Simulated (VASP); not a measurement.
Set up this calculation in VASP 6.6.1, as the native input.

* Task: single point
* Functional: PBE
* Potentials or basis: VASP PAW PBE potentials, release 64 (Ni, Fe)
* Cutoff: 520 eV
* k mesh: 8 × 8 × 8
* Occupations: fermi-dirac, width 0.05 eV
* Spin: collinear spin, ferromagnetic start
* Starting moments: [1.0, 1.0, 1.0, 3.0] μB
* Dipole correction: no
* Further INCAR settings: ALGO = Normal; EDIFF = 1e-06; NBANDS = 31

The structure of FeNi3 lies in POSCAR:

```
FeNi3
1.0
    3.5450000000      0.0000000000      0.0000000000
    0.0000000000      3.5450000000      0.0000000000
    0.0000000000      0.0000000000      3.5450000000
Ni Fe
3 1
Direct
    0.5000000000      0.5000000000      0.0000000000
    0.5000000000      0.0000000000      0.5000000000
    0.0000000000      0.5000000000      0.5000000000
    0.0000000000      0.0000000000      0.0000000000
```

The input as run:

INCAR

```
SYSTEM = FeNi3
PREC = Accurate
ENCUT = 520
EDIFF = 1E-6
ISMEAR = -1
SIGMA = 0.05
LREAL = .FALSE.
LASPH = .TRUE.
NELM = 150
ALGO = Normal
ISIF = 2
LWAVE = .FALSE.
LCHARG = .TRUE.
ISPIN = 2
MAGMOM = 1 1 1 3
LORBIT = 11
LMAXMIX = 4
GGA = PE
LELF = .TRUE.
LVHAR = .TRUE.
NBANDS = 31
```

KPOINTS

```
Automatic mesh
0
G
  8 8 8
  0 0 0
```

Potentials or basis: VASP PAW PBE potentials, release 64 (Ni, Fe).

Command:

```console
$ cat potpaw_PBE.64/Ni/POTCAR potpaw_PBE.64/Fe/POTCAR > POTCAR
$ mpirun -np 1 vasp_std > vasp.out
```

It gave:

```yaml
Pressure: -0.1 GPa
Net_moment: 4.82 μB per cell
Site_moments: Ni +0.65; Fe +2.91 μB
Valence_electrons_inside_the_program's_atomic_spheres: Ni 9.34; Fe 7.09
```

It took 110 s on 1 thread of Intel Xeon 8259CL (shared host), peak memory 0.22 GiB.
